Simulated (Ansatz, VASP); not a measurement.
## One calculation of C, two programs

```
C
1.0
    -2.12684    1.22795    0.01101
    -2.12684   -1.22795    0.01101
    -0.29146   -0.20466   10.60702
C
6
Direct
  0.16667 0.02778 0.83335
  0.50000 0.47222 0.16669
  0.83333 0.75000 0.50002
  0.16667 0.13889 0.16668
  0.50000 0.41666 0.50001
  0.83333 0.69444 0.83335
```

Alike in both runs: task single point; functional r2SCAN; k mesh 12 × 12 × 3; occupations gaussian, width 0.05 eV; no spin polarisation.

|  | VASP | Ansatz |
| --- | --- | --- |
| version | VASP 6.6.1 | Ansatz 0.2.0 |
| potentials or method | VASP PAW PBE potentials, release 64 (C), cutoff 520 eV | scalar-relativistic, plane waves, PAW |
| valence electrons in the cell | 24 | 24 |

```csv
,VASP,Ansatz,Ansatz less VASP
gap on the k mesh at the Fermi level (eV),0.35,0.35,0.000
least direct gap on the mesh (eV),0.35,0.35,0.000
pressure (GPa),0.6,0.0,-0.64
"traceless stress, the component that is largest in VASP (GPa)",-0.92,-0.17,+0.745
rms of the force components (eV/Å),0.007,0.007,0.0000
```

VASP's potentials were made for PBE, not for r2SCAN. Atom by atom the forces differ by 0.000 eV/Å (rms over components).
